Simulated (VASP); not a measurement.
# Cs (I4/mmm) in VASP: further runs, part 2 of 2

VASP 6.6.1.

## Step 3: Relaxation of cell and atoms, PBEsol

This run uses another cell than the first one, of 123.95 Å³/atom, 5.053 times its volume.

INCAR

```
SYSTEM = Cs
  PREC = Accurate
  ENCUT = 600
  EDIFF = 1E-6
  ISMEAR = -1
  SIGMA = 0.05
  LREAL = .False.
  LASPH = .True.
  NELM = 60
  ALGO = Fast
  ISIF = 3
  LWAVE = .False.
  LCHARG = .False.
  GGA = PS
  IBRION = 2
  NSW = 60
  EDIFFG = -0.01
```

KPOINTS

```
Automatic mesh
0
Gamma
  7 7 7
  0 0 0
```

POSCAR

```
Cs
1.0
   -2.7500754600      2.7500754600      4.0972389800
    2.7500754600     -2.7500754600      4.0972389800
    2.7500754600      2.7500754600     -4.0972389800
Cs
1
Direct
    0.0000000000      0.0000000000      0.0000000000
```

Potentials or basis: VASP PAW PBE potentials, release 64 (Cs_sv).

The run is started by

```sh
$ cat potpaw_PBE.64/Cs_sv/POTCAR > POTCAR
$ mpirun -np 1 vasp_std > vasp.out
```

OUTCAR:

```text
SYSTEM = Cs
   PREC = Accurate
   ENCUT = 600
   EDIFF = 1E-6
   ISMEAR = -1
   LREAL = .False.
   LASPH = .True.
   NELM = 60
   ISIF = 3
   GGA = PS
   IBRION = 2
   NSW = 60
   EDIFFG = -0.01

 ion  position               nearest neighbor table
   1  0.000  0.000  0.000-

  LATTYP: Found a body centered tetragonal cell.
 ALAT       =     5.5001509200
 C/A-ratio  =     1.4898642018

  Lattice vectors:

 A1 = (  -2.7500754600,   2.7500754600,   4.0972389800)
 A2 = (   2.7500754600,  -2.7500754600,   4.0972389800)
 A3 = (   2.7500754600,   2.7500754600,  -4.0972389800)

Analysis of symmetry for initial positions (statically):
=====================================================================
 Subroutine PRICEL returns:
 Original cell was already a primitive cell.

[... 393 lines left out ...]
 fundamental gap:      0.1998762446
 Fermi energy:         0.5569404666

 k-point     1 :       0.0000    0.0000    0.0000
  band No.  band energies     occupation
      1     -23.2793      2.00000
      2      -9.9898      2.00000
      3      -9.9898      2.00000
      4      -9.9896      2.00000
      5      -1.2205      2.00000
      6       3.0034      0.00000
      7       3.0270      0.00000
      8       3.0270      0.00000
[... 243 lines left out ...]
 k-point    24 :      -0.4286    0.4286    0.1429
  band No.  band energies     occupation
      1     -23.2688      2.00000
      2     -10.1285      2.00000
      3     -10.0657      2.00000
      4     -10.0482      2.00000
      5       0.8978      0.00219
      6       1.6413      0.00000
      7       1.9270      0.00000
      8       3.4076      0.00000

 [... further k-points ...]

------------------------ aborting loop because EDIFF is reached ----------------------------------------

  FORCE on cell =-STRESS in cart. coord.  units (eV):
  Direction    XX          YY          ZZ          XY          YZ          ZX
  --------------------------------------------------------------------------------------
  -------------------------------------------------------------------------------------
  Total        0.0033895      0.0033895      0.0002792      0.0000000      0.0000000      0.0000000
  in kB        0.0502587      0.0502587      0.0041402      0.0000000      0.0000000      0.0000000
  external PRESSURE =       0.0348858 kB  Pullay stress =       0.0000000 kB
[... 16 lines left out ...]
  FREE ENERGIE OF THE ION-ELECTRON SYSTEM (eV)
  ---------------------------------------------------
  free  energy   TOTEN  =        -0.9544478843 eV

  energy  without entropy=       -0.9482892173  energy(sigma->0) =       -0.95136855

 reached required accuracy - stopping structural energy minimisation
```

OSZICAR:

```text
N       E                     dE             d eps       ncg     rms          rms(c)
DAV:   1     0.590039929920E+02    0.59004E+02   -0.31173E+03   640   0.867E+02
DAV:   2     0.422661271061E+01   -0.54777E+02   -0.54191E+02   936   0.124E+02
DAV:   3    -0.868379844157E+00   -0.50950E+01   -0.50947E+01   640   0.473E+01
[... 60 lines left out ...]
RMM:   3    -0.954404805649E+00    0.26761E-02   -0.71316E-03   672   0.654E-01    0.334E-02
RMM:   4    -0.954443534677E+00   -0.38729E-04   -0.40840E-04   690   0.173E-01    0.273E-02
RMM:   5    -0.954450086550E+00   -0.65519E-05   -0.60440E-05   687   0.609E-02    0.140E-02
RMM:   6    -0.954447699269E+00    0.23873E-05   -0.13109E-05   636   0.226E-02    0.581E-03
RMM:   7    -0.954447884264E+00   -0.18499E-06   -0.54342E-06   613   0.197E-02
   7 F= -.95444788E+00 E0= -.95136855E+00  d E =-.420474E-03
```

CONTCAR:

```text
Cs
   1.00000000000000
    -2.6670781970164632    2.6670781970164632    3.7975252176524972
     2.6670781970164632   -2.6670781970164632    3.7975252176524972
     2.6670781970164632    2.6670781970164632   -3.7975252176524972
  Cs
     1
Direct
     1.0000000000000000    0.0000000000000000    1.0000000000000000

  0.00000000E+00  0.00000000E+00  0.00000000E+00
```

Run time: 4.1 min. Hardware: 1 thread of Intel Xeon Platinum 8259CL at 2.50GHz (Skylake/Cascade Lake), shared host; peak memory 0.34 GiB.

What came out:

```yaml
Free_energy: -0.9544 eV
Relaxed_volume: 108.05 Å³/atom
Relaxed_cell: a = 5.352 Å, b = 5.352 Å, c = 5.352 Å, α = 120.22°, β = 120.22°, γ = 89.61°
Space_group_after_relaxing_to_0.05_Å: Fm-3m (No. 225)
Energy_gained_by_relaxing: 12.9 meV/atom
Ionic_steps: 7
Pressure_after_relaxing: 0.0 GPa
```

Step by step:
| step | energy change (eV) | largest force (eV/Å) | pressure (GPa) | volume (Å³) |
| --- | --- | --- | --- | --- |
| 1 | 0.0000 | 0.0000 | -0.23 | 123.95 |
| 2 | -0.0042 | 0.0000 | -0.19 | 120.77 |
| 3 | -0.0118 | 0.0000 | -0.06 | 111.55 |
| 4 | -0.0125 | 0.0000 | 0.00 | 107.91 |
| 5 | -0.0126 | 0.0000 | 0.01 | 107.93 |
| 6 | -0.0127 | 0.0000 | 0.01 | 107.98 |
| 7 | -0.0129 | 0.0000 | 0.00 | 108.05 |

Final structure:
```
Cs
1.0
    -2.66708    2.66708    3.79753
     2.66708   -2.66708    3.79753
     2.66708    2.66708   -3.79753
Cs
1
Direct
  0.00000 0.00000 0.00000
```

Levels at points of the mesh, in eV from the Fermi level:
```
           k point  band 2  band 3  band 4  band 5  band 6  band 7  band 8
(0.00, 0.00, 0.00)  -10.55  -10.55  -10.55   -1.78    2.45    2.47    2.47
```

Caveat: the PAW data sets were made with another functional, which shifts forces and pressure a little; spin-orbit coupling is left out, which moves the levels of the heavy elements.

## Step 4: Relaxation of cell and atoms, PBEsol, target pressure 2 GPa, at which the enthalpy is minimised

This run uses another cell than the first one, of 123.95 Å³/atom, 5.053 times its volume.

INCAR

```
PREC = Accurate
ENCUT = 600
EDIFF = 1E-6
ISMEAR = -1
SIGMA = 0.05
LREAL = F
LASPH = T
NELM = 60
ALGO = Normal
ISIF = 3
LWAVE = F
LCHARG = F
GGA = PS
IBRION = 2
NSW = 60
EDIFFG = -0.01
PSTRESS = 20.0
```

KPOINTS

```
regular mesh
0
Gamma
  7 7 7
```

POSCAR is that of step 3.

The run is started by

```sh
$ cat potpaw_PBE.64/Cs_sv/POTCAR > POTCAR
$ mpirun -np 1 vasp_std > vasp.out
```

It took 10 min on 1 thread of Intel Xeon Platinum 8259CL at 2.50GHz (Skylake/Cascade Lake), shared host; peak memory 0.37 GiB.

It converged, with:

```yaml
Free_energy: -0.7640 eV
Relaxed_volume: 67.56 Å³/atom
Relaxed_cell: a = 4.572 Å, b = 4.572 Å, c = 4.572 Å, α = 120.01°, β = 120.01°, γ = 89.97°
Space_group_after_relaxing_to_0.05_Å: Fm-3m (No. 225)
Energy_change_on_relaxing_the_enthalpy_is_what_falls: +177.5 meV/atom
Ionic_steps: 23
Pressure_after_relaxing: 2.0 GPa
```

Step by step:
```csv
step,energy change (eV),largest force (eV/Å),pressure (GPa),volume (Å³)
1,0.0000,0.0000,-0.22,123.95
2,-0.0005,0.0000,0.32,95.57
3,0.0760,0.0000,1.17,77.90
4,0.5177,0.0000,4.13,49.37
5,0.1977,0.0000,2.16,66.05
6,0.1769,0.0000,2.02,67.64
7,0.1656,0.0000,1.94,68.56
8,0.1656,0.0000,1.94,68.55
9,0.1657,0.0000,1.93,68.54
10,0.1667,0.0000,1.94,68.45
11,0.1699,0.0000,1.96,68.19
12,0.1764,0.0000,2.02,67.67
13,0.1751,0.0000,2.01,67.77
14,0.1752,0.0000,2.01,67.76
15,0.1755,0.0000,2.04,67.73
16,0.1761,0.0000,2.00,67.68
17,0.1775,0.0000,2.03,67.57
18,0.1805,0.0000,2.05,67.33
19,0.1788,0.0000,2.08,67.46
20,0.1786,0.0000,2.02,67.48
21,0.1784,0.0000,2.04,67.49
22,0.1781,0.0000,2.03,67.51
23,0.1775,0.0000,2.01,67.56
```

Final structure:
```cif
data_structure
_symmetry_space_group_name_H-M 'P 1'
_symmetry_Int_Tables_number 1
_cell_length_a 4.5719
_cell_length_b 4.5719
_cell_length_c 4.5719
_cell_angle_alpha 120.015
_cell_angle_beta 120.015
_cell_angle_gamma 89.974
_cell_volume 67.56
loop_
_atom_site_label
_atom_site_type_symbol
_atom_site_fract_x
_atom_site_fract_y
_atom_site_fract_z
_atom_site_occupancy
Cs1 Cs 0.00000 0.00000 0.00000 1
```

Levels at points of the mesh, in eV from the Fermi level:
```csv
k point,band 1,band 2,band 3,band 4,band 5,band 6,band 7,band 8
"(0.00, 0.00, 0.00)",-23.62,-10.10,-10.10,-10.10,-2.08,2.78,2.78,2.78
```

Caveat: the cell is relaxed towards a set pressure, so the enthalpy falls and the energy may rise; the volume moved by over 15 % at a fixed basis, so the end points are rough; the PAW data sets were made with another functional, which shifts forces and pressure a little; spin-orbit coupling is left out, which moves the levels of the heavy elements.

## Step 5: Summary

```csv
task,cell,cutoff (eV),gap on the mesh (eV),pressure (GPa)
single point,"a = 3.228 Å, angles 117.8, 117.8, 93.9°, 1 atom",520,none,31.7
relaxation of cell and atoms,"relaxed from a = 5.649 Å, angles 121.7, 121.7, 87.0°, 1 atom",600,none,0.0
relaxation of cell and atoms,"relaxed to 2 GPa from a = 5.649 Å, angles 121.7, 121.7, 87.0°, 1 atom",600,none,2.0
```

Alike in all rows: level PBEsol; potentials or basis VASP PAW PBE potentials, release 64 (Cs_sv); no spin polarisation; k mesh 7 × 7 × 7; smearing fermi-dirac 0.05 eV.

Caveats: some runs use coarse meshes; the PAW data sets were made with another functional, which shifts forces and pressure a little; spin-orbit coupling is left out, which moves the levels of the heavy elements; the cell is relaxed towards a set pressure, so the enthalpy falls and the energy may rise (some runs); the volume moved by over 15 % at a fixed basis, so the end points are rough (some runs).

Total energies depend on the potentials used, so only differences within one code and one set of settings carry meaning.
